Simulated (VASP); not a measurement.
# Ti6C in VASP: notebook, part 2 of 2

VASP 6.6.1. Earlier steps stand in the parts before.

## 5. Single point, PBE

INCAR reads:

```
ALGO     = Normal         # electronic algorithm
DIPOL    = 0.5 0.5 0.328
EDIFF    = 1E-7           # SCF threshold, eV
ENCUT    = 520            # plane-wave cutoff, eV
GGA      = PE             # functional
IDIPOL   = 3            
ISIF     = 2              # what is computed and relaxed
ISMEAR   = 0              # smearing method
LASPH    = T              # aspherical terms in the spheres
LCHARG   = T              # write CHGCAR
LDIPOL   = T            
LELF     = T              # ELF
LREAL    = F              # projectors in reciprocal space
LVACPOTAV= T            
LVHAR    = T            
LWAVE    = F              # write WAVECAR
NBANDS   = 47             # bands
NELM     = 80             # most SCF steps
PREC     = Accurate       # precision mode
SIGMA    = 0.1            # smearing width, eV
```

KPOINTS reads:

```
k-points
0
Gamma
  6 6 1
```

POSCAR reads:

```
Ti6C
1.0
    4.6037402166      0.0000000000      0.0000000000
   -2.3018701083      3.9869559800      0.0000000000
    0.0000000000      0.0000000000     19.9968207969
Ti C
6 1
Direct
    0.6666666667      0.3333333333      0.2000317971
    0.3333333333      0.6666666667      0.2470259940
    0.0000000000      0.0000000000      0.2940201911
    0.6666666667      0.3333333333      0.3353091166
    0.3333333333      0.6666666667      0.3717707096
    0.0000000000      0.0000000000      0.4249085834
    0.4444444444      0.1111111111      0.4213600028
```

Potentials or basis: VASP PAW PBE potentials, release 64 (Ti_sv, C).

Command:

```console
cat potpaw_PBE.64/Ti_sv/POTCAR potpaw_PBE.64/C/POTCAR > POTCAR
mpirun -np 1 vasp_std > vasp.out
```

OUTCAR:

```text
EDIFF = 1E-7
   ENCUT = 520
   GGA = PE
   ISIF = 2
   ISMEAR = 0
   LASPH = T
   LREAL = F
   NELM = 80
   PREC = Accurate

 ion  position               nearest neighbor table
   1  0.667  0.333  0.200-   4 2.71   2 2.82   2 2.82   2 2.82
   2  0.333  0.667  0.247-   5 2.49   1 2.82   1 2.82   1 2.82   3 2.82   3 2.82   3 2.82
   3  0.000  0.000  0.294-   6 2.62   4 2.78   4 2.78   4 2.78   2 2.82   2 2.82   2 2.82
   4  0.667  0.333  0.335-   7 2.00   1 2.71   5 2.76   5 2.76   5 2.76   3 2.78   3 2.78   3 2.78

   5  0.333  0.667  0.372-   7 2.09   2 2.49   4 2.76   4 2.76   4 2.76   6 2.86   6 2.86   6 2.86

   6  0.000  0.000  0.425-   7 1.85   3 2.62   5 2.86   5 2.86   5 2.86
   7  0.444  0.111  0.421-   6 1.85   4 2.00   5 2.09
[... 1209 lines left out ...]
  in kB       -1.6366949     -6.9963983     11.1642233      8.0728216     -2.5932249     -3.8057254
  external PRESSURE =       0.8437100 kB  Pullay stress =       0.0000000 kB

 VOLUME and BASIS-vectors are now :
 -----------------------------------------------------------------------------
  energy-cutoff  :      520.00
  volume of cell :      367.04
      direct lattice vectors                 reciprocal lattice vectors
     4.603740217  0.000000000  0.000000000     0.217214689  0.125408959  0.000000000
    -2.301870108  3.986955980  0.000000000     0.000000000  0.250817918  0.000000000
     0.000000000  0.000000000 19.996820797     0.000000000  0.000000000  0.050007949

 POSITION                                       TOTAL-FORCE (eV/Angst)
 -----------------------------------------------------------------------------------
      2.30187      1.32899      4.00000         0.006460     -0.077986      0.097111
     -0.00000      2.65797      4.93973        -0.041089      0.185166      0.210110
      0.00000      0.00000      5.87947        -0.174915     -0.018299     -1.409877
      2.30187      1.32899      6.70512         0.527364      0.265251     -0.463919
     -0.00000      2.65797      7.43423         0.389700     -0.142356      0.695265
      0.00000      0.00000      8.49682        -1.940035     -0.350255      0.863258
      1.79034      0.44300      8.42586         1.232514      0.138481      0.008052
 -----------------------------------------------------------------------------------
    total drift:                                0.000032      0.000022     -0.000141

  FREE ENERGIE OF THE ION-ELECTRON SYSTEM (eV)
  ---------------------------------------------------
  free  energy   TOTEN  =       -51.0199407203 eV

  energy  without entropy=      -50.9614948382  energy(sigma->0) =      -50.99071778

 vacuum level on the upper side and lower side of the slab         3.495         3.537
```

stdout:

```text
POSCAR found type information on POSCAR TiC
 POSCAR found :  2 types and       7 ions
 scaLAPACK will be used
 LDA part: xc-table for (Slater+PW92), standard interpolation
 POSCAR, INCAR and KPOINTS ok, starting setup
 FFT: planning ... GRIDC
 FFT: planning ... GRID_SOFT
 FFT: planning ... GRID
 WAVECAR not read
 entering main loop
 -----------------------------------------------------------------------------
|                                                                             |
|           W    W    AA    RRRRR   N    N  II  N    N   GGGG   !!!           |
|           W    W   A  A   R    R  NN   N  II  NN   N  G    G  !!!           |
|           W    W  A    A  R    R  N N  N  II  N N  N  G       !!!           |
|           W WW W  AAAAAA  RRRRR   N  N N  II  N  N N  G  GGG   !            |
|           WW  WW  A    A  R   R   N   NN  II  N   NN  G    G                |
|           W    W  A    A  R    R  N    N  II  N    N   GGGG   !!!           |
|                                                                             |
|     Did not find any points to average over, which means that no vacuum     |
|     field-free region was found. Please increase the size of  your cell     |
|     in the dimension of the dipole correction to obtain accurate            |
|     workfunction values.                                                    |
|                                                                             |
 -----------------------------------------------------------------------------
```

It took 14 min on 1 thread of Intel Xeon 6975P-C (Granite Rapids), shared host; peak memory 0.57 GiB.

Results:

| Item | Value |
| --- | --- |
| Free energy | -51.0199 eV |
| Largest force | 2.152 eV/Å |
| Band gap on the k mesh | zero (bands 38 and 39 overlap by 0.13 eV) |

Forces in eV/Å, atoms in the order of the input:
```
Ti   0.006 -0.078  0.097
Ti  -0.041  0.185  0.210
Ti  -0.175 -0.018 -1.410
Ti   0.527  0.265 -0.464
Ti   0.390 -0.142  0.695
Ti  -1.940 -0.350  0.863
C    1.233  0.138  0.008
```

## 6. The runs side by side

| cell | gap on the mesh (eV) | largest force (eV/Å) |
| --- | --- | --- |
| as given, atomic positions A | none | 4.94 |
| as given, atomic positions B | none | 4.21 |
| as given, atomic positions C | none | 1.53 |
| as given, atomic positions D | none | 2.15 |

Alike in all rows: task single point; level PBE; potentials or basis VASP PAW PBE potentials, release 64 (Ti_sv, C); no spin polarisation; k mesh 6 × 6 × 1; cutoff (eV) 520; smearing gaussian 0.1 eV.

Total energies depend on the potentials used, so only differences within one code and one set of settings carry meaning.
